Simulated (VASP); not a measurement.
Cu5Mo:

```
Cu Mo
1.0
     4.27414    0.00000    0.00000
    -2.13707    3.70151    0.00000
     0.00000    0.00000    6.23393
Cu Mo
5 1
Cartesian
  0.0000 2.4677 1.7974
  0.0000 2.4677 4.4365
  2.1371 1.2338 4.4365
  2.1371 1.2338 1.7974
  0.0000 0.0000 0.0000
  0.0000 0.0000 3.1170
```

The cell was built from a structure type or drawn by symmetry, and may not be a known phase.

* Program: VASP 6.6.1
* Task: relaxation of cell and atoms
* Functional: PBE
* Potentials or basis: VASP PAW PBE potentials, release 64 (Cu, Mo_sv)
* Cutoff: 600 eV
* k mesh: 6 × 6 × 4
* Occupations: gaussian, width 0.1 eV
* Spin: no spin polarisation

At the start: pressure -14.1 GPa; volume 16.44 Å³/atom.

How do energy, volume and symmetry change on relaxing?

Over 13 steps the energy falls by 298.0 meV/atom and the volume is 12.90 Å³/atom (-21.5 %); space group P6/mmm (No. 191, to 0.1 Å) before and after.

Step by step:
| step | energy change (eV) | largest force (eV/Å) | pressure (GPa) | volume (Å³) |
| --- | --- | --- | --- | --- |
| 1 | 0.0000 | 0.0216 | -14.08 | 98.63 |
| 2 | -0.7725 | 1.4107 | 8.33 | 79.39 |
| 3 | -0.8457 | 1.0291 | 1.28 | 83.08 |
| 4 | -1.2435 | 1.1161 | 2.08 | 80.22 |
| 5 | -1.3701 | 1.0888 | 12.01 | 73.16 |
| 6 | -1.4794 | 1.2969 | 5.71 | 76.45 |
| 7 | -1.4931 | 1.2863 | 7.09 | 75.50 |
| 8 | -1.7100 | 0.3314 | -0.81 | 78.00 |
| 9 | -1.7108 | 0.2740 | -1.25 | 78.17 |
| 10 | -1.7625 | 0.1656 | -0.41 | 77.53 |
| 11 | -1.7857 | 0.0615 | 1.01 | 76.73 |
| 12 | -1.7857 | 0.0557 | 1.10 | 76.68 |
| 13 | -1.7879 | 0.0090 | -0.46 | 77.42 |

Final structure:
```
Cu Mo
1.0
     4.16641    0.00000    0.00000
    -2.08320    3.60822    0.00000
     0.00000    0.00000    5.14995
Cu Mo
5 1
Direct
  0.33333 0.66667 0.24656
  0.33333 0.66667 0.75344
  0.66667 0.33333 0.75344
  0.66667 0.33333 0.24656
  0.00000 0.00000 0.00000
  0.00000 0.00000 0.50000
```

Caveat: the volume moved by over 15 % at a fixed basis, so the end points are rough.
